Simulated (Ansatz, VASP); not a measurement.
**Two plane-wave programs on Rb**

```
Rb
1.0
    -2.66570    2.66570    2.80600
     2.66570   -2.66570    2.80600
     2.66570    2.66570   -2.80600
Rb
1
Direct
  0.00000 0.00000 0.00000
```

Change from the starting cell: strain -0.050 along x and y, +0.000 along z, atoms carried along.

Alike in both runs: task single point; functional PBEsol; k mesh 12 × 12 × 12; occupations gaussian, width 0.15 eV; no spin polarisation.

|  | VASP | Ansatz |
| --- | --- | --- |
| version | VASP 6.6.1 | Ansatz 0.2.0 |
| potentials or method | VASP PAW PBE potentials, release 64 (Rb_sv), cutoff 520 eV | scalar-relativistic, plane waves, PAW |
| valence electrons in the cell | 9 | 9 |

|  | VASP | Ansatz | Ansatz less VASP |
| --- | --- | --- | --- |
| gap on the k mesh at the Fermi level (eV) | none | none | - |
| pressure (GPa) | 0.3 | 0.3 | 0.00 |

VASP's potentials were made for PBE, not for PBEsol. A gap of «none» marks a metal or a gap that the smearing closes. The functional is the same, so the differences come from potentials, cutoffs and numerics.
